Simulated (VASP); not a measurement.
Runs of VASP 6.6.1 on InSb. The structure is that of space group Fm-3m (No. 225), or close to it. The cells are those of the table. 

| cell | gap on the mesh (eV) | pressure (GPa) |
| --- | --- | --- |
| a = 4.231 Å, angles 60.0°, 2 atoms | none | 1.7 |
| a = 4.192 Å, angles 60.0°, 2 atoms | none | 3.6 |
| a = 4.152 Å, angles 60.0°, 2 atoms | none | 5.8 |
| a = 4.380 Å, angles 60.0°, 2 atoms | none | -3.6 |
| a = 4.344 Å, angles 60.0°, 2 atoms | none | -2.6 |
| a = 4.307 Å, angles 60.0°, 2 atoms | none | (b) |
| a = 4.269 Å, angles 60.0°, 2 atoms | none | (a) |

Alike in all rows: task single point; level PBEsol; potentials or basis VASP PAW PBE potentials, release 64 (In_d, Sb); no spin polarisation; k mesh 14 × 14 × 14; cutoff (eV) 520; smearing gaussian 0.15 eV.

Fill in the values left out.

(a) 0.0; (b) -1.4.

Caveats: the PAW data sets were made with another functional, which shifts forces and pressure a little; spin-orbit coupling is left out, which moves the levels of the heavy elements; the cell stands under pressure (at least some runs); the cell stands under tension (at least some runs).

A k mesh can miss the band edges, and the runs leave out spin-orbit coupling on In, Sb.

A gap of «none» marks levels without a gap at the run's occupations.
